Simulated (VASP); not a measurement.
A run of VASP 6.6.1:

Contents of POSCAR:

```
SrAl2H2
1.0
    2.2653440800      3.9236910432      0.0000000000
   -2.2653440800      3.9236910432      0.0000000000
    0.0000000000      0.0000000000      4.7467476685
H Al Sr
2 2 1
Direct
    0.3333333333      0.3333333333      0.1014853866
    0.6666666667      0.6666666667      0.8985146134
    0.3333333333      0.3333333333      0.4590723429
    0.6666666667      0.6666666667      0.5409276571
    0.0000000000      0.0000000000      0.0000000000
```

The input INCAR.step1:

```
SYSTEM = SrAl2H2
PREC = Accurate
ENCUT = 520
ISMEAR = -5
SIGMA = 0.1
LREAL = .False.
LASPH = .True.
NELM = 60
NBANDS = 17
GGA = PE
ALGO = Normal
EDIFF = 1E-4
LWAVE = .True.
LCHARG = .False.
```

INCAR.step2

```
SYSTEM = SrAl2H2
PREC = Accurate
ENCUT = 520
EDIFF = 1E-6
ISMEAR = -5
SIGMA = 0.1
LREAL = .False.
LASPH = .True.
NELM = 60
ALGO = Normal
ISIF = 2
LWAVE = .False.
LCHARG = .False.
METAGGA = R2SCAN
LMIXTAU = .True.
NBANDS = 17
ISTART = 1
```

File KPOINTS:

```
Automatic mesh
0
Gamma
  5 5 4
  0 0 0
```

Potentials or basis: VASP PAW PBE potentials, release 64 (H, Al, Sr_sv).

Command:

```console
$ cat potpaw_PBE.64/H/POTCAR potpaw_PBE.64/Al/POTCAR potpaw_PBE.64/Sr_sv/POTCAR > POTCAR
$ cp INCAR.step1 INCAR
$ mpirun -np 1 vasp_std > vasp.out
$ cp INCAR.step2 INCAR
$ mpirun -np 1 vasp_std > vasp.out
```

Hardware: 1 thread of Intel(R) Xeon(R) 6975P-C (Granite Rapids), with other jobs on the host.

Q: Estimate the wall time of this run.

A: Run time: 42 s on 1 thread of Intel(R) Xeon(R) 6975P-C (Granite Rapids) (shared host), peak memory 0.22 GiB. Counts: k points 17.
